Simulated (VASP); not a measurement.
# Ga (Pm-3m) in VASP: a series of runs

The runs below take Ga through relaxation of cell and atoms, with PBE.

All numbers are computed with VASP 6.6.1; they aren't measurements. Logs are shortened: lines on timing, memory, paths and dates and some standing lists are left out, and cuts for length are marked.

**1. The cell of the first run**

Symmetry: Pm-3m, No. 221, cubic system. Conventional cell: a = 2.612 Å, b = 2.612 Å, c = 2.612 Å, α = 90.00°, β = 90.00°, γ = 90.00°. Ga (site symmetry m-3m) has 6 Ga at 2.61 Å within 3.4 Å.

This isn't the form of Ga at room conditions, which is orthorhombic.

**2. Relaxation of cell and atoms, PBE, target pressure 7.4 GPa, at which the enthalpy is minimised**

Input file INCAR:

```
SYSTEM = Ga
  ALGO = Normal
  EDIFF = 1E-6
  EDIFFG = -0.005
  ENCUT = 600
  GGA = PE
  IBRION = 2
  ISIF = 3
  ISMEAR = -1
  LASPH = .TRUE.
  LCHARG = .FALSE.
  LREAL = .FALSE.
  LWAVE = .FALSE.
  NELM = 80
  NSW = 32
  PREC = Accurate
  PSTRESS = 74.0
  SIGMA = 0.05
```

Input file KPOINTS:

```
k-points
0
G
  15 15 15
  0 0 0
```

Input file POSCAR:

```
Ga
1.0
    2.6117084263      0.0000000000      0.0000000000
    0.0000000000      2.6117084263      0.0000000000
    0.0000000000      0.0000000000      2.6117084263
Ga
1
Direct
    0.0000000000      0.0000000000      0.0000000000
```

Potentials or basis: VASP PAW PBE potentials, release 64 (Ga_d).

Command:

```bash
> cat potpaw_PBE.64/Ga_d/POTCAR > POTCAR
> mpirun -np 1 vasp_std > vasp.out
```

OUTCAR:

```text
SYSTEM = Ga
   EDIFF = 1E-6
   EDIFFG = -0.005
   ENCUT = 600
   GGA = PE
   IBRION = 2
   ISIF = 3
   ISMEAR = -1
   LASPH = .TRUE.
   LREAL = .FALSE.
   NELM = 80
   NSW = 32
   PREC = Accurate
   PSTRESS = 74.0

 ion  position               nearest neighbor table
   1  0.000  0.000  0.000-

  LATTYP: Found a simple cubic cell.
 ALAT       =     2.6117084263

  Lattice vectors:

 A1 = (   2.6117084263,   0.0000000000,   0.0000000000)
 A2 = (   0.0000000000,   2.6117084263,   0.0000000000)
 A3 = (   0.0000000000,   0.0000000000,   2.6117084263)

Analysis of symmetry for initial positions (statically):
=====================================================================
 Subroutine PRICEL returns:
 Original cell was already a primitive cell.

 Routine SETGRP: Setting up the symmetry group for a
 simple cubic supercell.

 Subroutine GETGRP returns: Found 48 space group operations
 (whereof 48 operations were pure point group operations)
 out of a pool of 48 trial point group operations.

The static configuration has the point symmetry O_h .

Analysis of symmetry for dynamics (positions and initial velocities):
=====================================================================
 Subroutine PRICEL returns:
 Original cell was already a primitive cell.

 Routine SETGRP: Setting up the symmetry group for a
 simple cubic supercell.

 Subroutine GETGRP returns: Found 48 space group operations
 (whereof 48 operations were pure point group operations)
 out of a pool of 48 trial point group operations.

The dynamic configuration has the point symmetry O_h .

 Subroutine INISYM returns: Found 48 space group operations
 (whereof 48 operations are pure point group operations),
 and found     1 'primitive' translations

----------------------------------------------------------------------------------------

                                     Primitive cell

  volume of cell :      17.8145

  direct lattice vectors                    reciprocal lattice vectors
     2.611708426  0.000000000  0.000000000     0.382891134  0.000000000  0.000000000
     0.000000000  2.611708426  0.000000000     0.000000000  0.382891134  0.000000000
     0.000000000  0.000000000  2.611708426     0.000000000  0.000000000  0.382891134

  length of vectors
     2.611708426  2.611708426  2.611708426     0.382891134  0.382891134  0.382891134

  position of ions in fractional coordinates (direct lattice)
     0.000000000  0.000000000  0.000000000

  ion indices of the primitive-cell ions
   primitive index   ion index
                 1           1

----------------------------------------------------------------------------------------

 KPOINTS: k-points

Automatic generation of k-mesh.
 Grid dimensions read from file:
 generate k-points for:   15   15   15

 Generating k-lattice:

  Cartesian coordinates                     Fractional coordinates (reciprocal lattice)
     0.025526076  0.000000000  0.000000000     0.066666667  0.000000000  0.000000000
     0.000000000  0.025526076  0.000000000     0.000000000  0.066666667  0.000000000
     0.000000000  0.000000000  0.025526076     0.000000000  0.000000000  0.066666667

  Length of vectors
     0.025526076  0.025526076  0.025526076

  Shift w.r.t. Gamma in fractional coordinates (k-lattice)
     0.000000000  0.000000000  0.000000000

 Subroutine IBZKPT returns following result:
 ===========================================

 Found    120 irreducible k-points:

 Following reciprocal coordinates:
            Coordinates               Weight
  0.000000  0.000000  0.000000      1.000000
  0.066667  0.000000  0.000000      6.000000
  0.133333  0.000000  0.000000      6.000000
  0.200000  0.000000  0.000000      6.000000
  0.266667  0.000000  0.000000      6.000000
  0.333333  0.000000  0.000000      6.000000
[... 16 lines left out ...]
  0.266667  0.200000  0.000000     24.000000
  0.333333  0.200000  0.000000     24.000000
 [... further k-points ...]
   k-points           NKPTS =    120   k-points in BZ     NKDIM =    120   number of bands    NBANDS=     10
   number of dos      NEDOS =    301   number of ions     NIONS =      1
   total plane-waves  NPLWV =  13824
   dimension x,y,z NGX =    24 NGY =   24 NGZ =   24
   dimension x,y,z NGXF=    48 NGYF=   48 NGZF=   48
   ions per type =               1
   NGX,Y,Z   is equivalent  to a cutoff of  15.28, 15.28, 15.28 a.u.
   NGXF,Y,Z  is equivalent  to a cutoff of  30.55, 30.55, 30.55 a.u.
 SYSTEM =  Ga
   PREC   = accura    normal or accurate (medium, high low for compatibility)
   ISTART =      0    job   : 0-new  1-cont  2-samecut
   ICHARG =      2    charge: 1-file 2-atom 10-const
   ISPIN  =      1    spin polarized calculation?
   LNONCOLLINEAR =      F non collinear calculations
   LSORBIT =      F    spin-orbit coupling
   LASPH  =      T    aspherical Exc in radial PAW
   ENCUT  =  600.0 eV  44.10 Ry    6.64 a.u.   5.22  5.22  5.22*2*pi/ulx,y,z
   NELM   =     80;   NELMIN=  2; NELMDL= -5     # of ELM steps
   EDIFF  = 0.1E-05   stopping-criterion for ELM
   LREAL  =      F    real-space projection
   EDIFFG = -.5E-02   stopping-criterion for IOM
   NSW    =     32    number of steps for IOM
   IBRION =      2    ionic relax: 0-MD 1-quasi-New 2-CG
   NFREE  =      1    steps in history (QN), initial steepest desc. (CG)
   ISIF   =      3    stress and relaxation
   ISYM   =      2    0-nonsym 1-usesym 2-fastsym
   POTIM  = 0.5000    time-step for ionic-motion
   TEBEG  =    0.0;   TEEND  =   0.0 temperature during run
   PSTRESS=   74.0 pullay stress
   NELECT =      13.0000    total number of electrons
   NUPDOWN=      -1.0000    fix difference up-down
   EMIN   =  10.00;   EMAX   =-10.00  energy-range for DOS
   EFERMI =   0.00;   METHOD = LEGACY
   ISMEAR =    -1;   SIGMA  =   0.05  broadening in eV -4-tet -1-fermi 0-gaus
   EFERMI_NEDOS =   21; number of points for ismear=-14 and -15
   IALGO  =     38    algorithm
   IMIX   =      4    mixing-type and parameters
     AMIX     =   0.40;   BMIX     =  1.00
     AMIX_MAG =   1.60;   BMIX_MAG =  1.00
  volume/ion in A,a.u.               =      17.81       120.22
  Fermi-wavevector in a.u.,A,eV,Ry     =   1.473888  2.785245 29.556574  2.172347
  Thomas-Fermi vector in A             =   2.588727
   LORBIT       =      0    0 simple, 1 ext, 2 COOP (PROOUT), +10 PAW based schemes
   GGA     = PE    functional components
   LHFCALC =     F    Hartree Fock is set to
   AEXX    =    0.0000 exact exchange contribution
   IVDW    =     0    specifies the selected vdW correction
   LEPSILON=     F    determine dielectric tensor
   LRPA    =     F    only Hartree local field effects (RPA)
 conjugate gradient relaxation of ions
 non-spin polarized calculation
  energy-cutoff  :      600.00
  volume of cell :       17.81
 maximum number of plane-waves:       619
 NGX is ok and might be reduce to    24
   NGX = 11   NGY = 11   NGZ = 11

--------------------------------------- Ionic step        1  -------------------------------------------

 number of electron      12.9999995 magnetization

 Free energy of the ion-electron system (eV)
  ---------------------------------------------------
  ext. energy  EPLUGINS =         0.00000000
  ---------------------------------------------------
  free energy    TOTEN  =        -2.77627766 eV

  energy without entropy =       -2.77305401  energy(sigma->0) =       -2.77466584

------------------------ aborting loop because EDIFF is reached ----------------------------------------

  FORCE on cell =-STRESS in cart. coord.  units (eV):
  Direction    XX          YY          ZZ          XY          YZ          ZX
  --------------------------------------------------------------------------------------
  -------------------------------------------------------------------------------------
  Total        0.8319861      0.8319861      0.8319861      0.0000000      0.0000000     -0.0000000
  in kB       74.8260101     74.8260101     74.8260101      0.0000000      0.0000000     -0.0000000
  external PRESSURE =       0.8260101 kB  Pullay stress =      74.0000000 kB

 VOLUME and BASIS-vectors are now :
 -----------------------------------------------------------------------------
  energy-cutoff  :      600.00
  volume of cell :       17.81
      direct lattice vectors                 reciprocal lattice vectors
     2.611708426  0.000000000  0.000000000     0.382891134  0.000000000  0.000000000
     0.000000000  2.611708426  0.000000000     0.000000000  0.382891134  0.000000000
     0.000000000  0.000000000  2.611708426     0.000000000  0.000000000  0.382891134

 POSITION                                       TOTAL-FORCE (eV/Angst)
 -----------------------------------------------------------------------------------
      0.00000      0.00000      0.00000         0.000000      0.000000      0.000000
 -----------------------------------------------------------------------------------
    total drift:                                0.000000     -0.000000      0.000000

  FREE ENERGIE OF THE ION-ELECTRON SYSTEM (eV)
  ---------------------------------------------------
  free  energy   TOTEN  =        -2.7762776648 eV

  energy  without entropy=       -2.7730540150  energy(sigma->0) =       -2.77466584

  enthalpy is  TOTEN    =        -1.9534759122 eV   P V=        0.8228017526

--------------------------------------- Ionic step        2  -------------------------------------------

 number of electron      12.9999994 magnetization

 Free energy of the ion-electron system (eV)
  ---------------------------------------------------
  ext. energy  EPLUGINS =         0.00000000
  ---------------------------------------------------
  free energy    TOTEN  =        -2.77738350 eV

  energy without entropy =       -2.77414567  energy(sigma->0) =       -2.77576458

 E-fermi :   5.7856     XC(G=0): -11.2192

 val. band max:        5.7777634178   @ k =   0.3333   0.2000   0.0667
 cond. band min:       5.8192503720   @ k =   0.4667   0.4000   0.4000
 fundamental gap:      0.0414869542
 Fermi energy:         5.7856000154

 k-point     1 :       0.0000    0.0000    0.0000
  band No.  band energies     occupation
      1      -9.5074      2.00000
      2      -9.5074      2.00000
      3      -8.8329      2.00000
      4      -8.8329      2.00000
      5      -8.8329      2.00000
      6      -5.5962      2.00000
      7      15.5686      0.00000
      8      15.5686      0.00000
      9      15.5686      0.00000
     10      18.4651      0.00000

 k-point     2 :       0.0667    0.0000    0.0000
  band No.  band energies     occupation
      1      -9.5051      2.00000
      2      -9.4883      2.00000
      3      -8.8411      2.00000
      4      -8.8411      2.00000
      5      -8.8322      2.00000
      6      -5.4977      2.00000
      7      13.9999      0.00000
      8      15.6741      0.00000
      9      15.6741      0.00000
     10      18.5465      0.00000

 k-point     3 :       0.1333    0.0000    0.0000
  band No.  band energies     occupation
      1      -9.4983      2.00000
      2      -9.4355      2.00000
      3      -8.8642      2.00000
      4      -8.8642      2.00000
      5      -8.8303      2.00000
      6      -5.2002      2.00000
      7      11.5857      0.00000
      8      15.9870      0.00000
      9      15.9870      0.00000
     10      18.7909      0.00000
[... 248 lines left out ...]
 k-point    23 :       0.2667    0.2000    0.0000
  band No.  band energies     occupation
      1      -9.3918      2.00000
      2      -9.1679      2.00000
      3      -9.0373      2.00000
      4      -8.9291      2.00000
      5      -8.8865      2.00000
      6      -3.1079      2.00000
      7       7.7080      0.00000
      8      10.9086      0.00000
      9      18.1111      0.00000
     10      20.8440      0.00000

 k-point    24 :       0.3333    0.2000    0.0000
  band No.  band energies     occupation
      1      -9.3763      2.00000
      2      -9.0858      2.00000
      3      -9.0844      2.00000
      4      -8.9647      2.00000
      5      -8.8827      2.00000
      6      -2.2100      2.00000
      7       5.6817      1.77736
      8      11.6795      0.00000
      9      18.9276      0.00000
     10      19.4683      0.00000

 [... further k-points ...]
[... 5 lines left out ...]
  --------------------------------------------------------------------------------------
  -------------------------------------------------------------------------------------
  Total        0.8239476      0.8239476      0.8239476     -0.0000000      0.0000000      0.0000000
  in kB       74.0046430     74.0046430     74.0046430     -0.0000000      0.0000000      0.0000000
  external PRESSURE =       0.0046430 kB  Pullay stress =      74.0000000 kB

 VOLUME and BASIS-vectors are now :
 -----------------------------------------------------------------------------
  energy-cutoff  :      600.00
  volume of cell :       17.84
      direct lattice vectors                 reciprocal lattice vectors
     2.612865616  0.000000000 -0.000000000     0.382721558 -0.000000000  0.000000000
     0.000000000  2.612865616  0.000000000    -0.000000000  0.382721558 -0.000000000
    -0.000000000  0.000000000  2.612865616     0.000000000 -0.000000000  0.382721558

 POSITION                                       TOTAL-FORCE (eV/Angst)
 -----------------------------------------------------------------------------------
      0.00000      0.00000      0.00000        -0.000000      0.000000      0.000000
 -----------------------------------------------------------------------------------
    total drift:                                0.000000     -0.000000      0.000000

  FREE ENERGIE OF THE ION-ELECTRON SYSTEM (eV)
  ---------------------------------------------------
  free  energy   TOTEN  =        -2.7773835029 eV

  energy  without entropy=       -2.7741456670  energy(sigma->0) =       -2.77576458

  enthalpy is  TOTEN    =        -1.9534875700 eV   P V=        0.8238959329

 reached required accuracy - stopping structural energy minimisation
```

Run time: 27 s. Hardware: 1 thread of Intel Xeon 8259CL, shared host; peak memory 0.16 GiB.

What came out:

| Item | Value |
| --- | --- |
| Free energy | -2.7774 eV |
| Relaxed volume | 17.84 Å³/atom |
| Relaxed cell | a = 2.613 Å, b = 2.613 Å, c = 2.613 Å, α = 90.00°, β = 90.00°, γ = 90.00° |
| Space group after relaxing (to 0.1 Å) | Pm-3m (No. 221) |
| Energy change on relaxing (the run minimises the enthalpy) | -1.1 meV/atom |
| Ionic steps | 2 |
| Pressure after relaxing | 7.4 GPa |
| Band gap on the k mesh | zero (an odd number of electrons rules out a gap without spin polarisation) |

Step by step:
| step | energy change (eV) | largest force (eV/Å) | pressure (GPa) | volume (Å³) |
| --- | --- | --- | --- | --- |
| 1 | 0.0000 | 0.0000 | 7.48 | 17.81 |
| 2 | -0.0011 | 0.0000 | 7.40 | 17.84 |

Final structure:
```yaml
crystal:
  lattice:
    - [2.61287, 0.00000, 0.00000]
    - [0.00000, 2.61287, 0.00000]
    - [0.00000, 0.00000, 2.61287]
  atoms:
    - { symbol: Ga, position: [0.00000, 0.00000, 0.00000] }
```

Caveat: the cell is relaxed towards a set pressure, so the run minimises the enthalpy, not the energy.

**3. Relaxation of cell and atoms, PBE, target pressure 7.4 GPa, at which the enthalpy is minimised**

This run uses another cell than the first one, of 18.20 Å³/atom.

Input file INCAR:

```
SYSTEM = Ga
PREC = Accurate
ENCUT = 600
EDIFF = 1E-6
ISMEAR = -1
SIGMA = 0.05
LREAL = .FALSE.
LASPH = .TRUE.
NELM = 60
ALGO = Normal
ISIF = 3
LWAVE = .FALSE.
LCHARG = .FALSE.
GGA = PE
IBRION = 2
NSW = 60
EDIFFG = -0.005
PSTRESS = 74.0
```

Input file KPOINTS:

```
regular mesh
0
G
  15 15 15
  0 0 0
```

Input file POSCAR:

```
Ga
1.0
    2.6305233458      0.0000000000      0.0000000000
    0.0000000000      2.6305233458      0.0000000000
    0.0000000000      0.0000000000      2.6305233458
Ga
1
Direct
    0.0000000000      0.0000000000      0.0000000000
```

Potentials or basis: VASP PAW PBE potentials, release 64 (Ga_d).

Command:

```bash
> cat potpaw_PBE.64/Ga_d/POTCAR > POTCAR
> mpirun -np 1 vasp_std > vasp.out
```

Wall time 73 s (1 thread of Intel Xeon 8259CL, shared host); peak memory 0.16 GiB.

The run converged. Its results:

| Property | Result |
| --- | --- |
| Free energy | -2.7772 eV |
| Relaxed volume | 17.83 Å³/atom |
| Relaxed cell | a = 2.612 Å, b = 2.612 Å, c = 2.612 Å, α = 90.00°, β = 90.00°, γ = 90.00° |
| Space group after relaxing (to 0.1 Å) | Pm-3m (No. 221) |
| Energy change on relaxing (the run minimises the enthalpy) | +15.5 meV/atom |
| Ionic steps | 5 |
| Pressure after relaxing | 7.4 GPa |
| Band gap on the k mesh | zero (an odd number of electrons rules out a gap without spin polarisation) |

The path:
| step | energy change (eV) | largest force (eV/Å) | pressure (GPa) | volume (Å³) |
| --- | --- | --- | --- | --- |
| 1 | 0.0000 | 0.0000 | 5.85 | 18.20 |
| 2 | 0.0197 | 0.0000 | 7.77 | 17.74 |
| 3 | 0.0150 | 0.0000 | 7.28 | 17.84 |
| 4 | 0.0161 | 0.0000 | 7.55 | 17.82 |
| 5 | 0.0155 | 0.0000 | 7.44 | 17.83 |

Final structure:
```
CELL_PARAMETERS angstrom
2.61249 0.00000 0.00000
0.00000 2.61249 0.00000
0.00000 0.00000 2.61249
ATOMIC_POSITIONS crystal
Ga 0.00000 0.00000 0.00000
```

Levels at points of the mesh, in eV from the Fermi level:
| k point | band 4 | band 5 | band 6 | band 7 | band 8 | band 9 |
| --- | --- | --- | --- | --- | --- | --- |
| (0.00, 0.00, 0.00) | -14.62 | -14.62 | -11.39 | 9.79 | 9.79 | 9.79 |

Caveat: the cell is relaxed towards a set pressure, so the run minimises the enthalpy, not the energy.
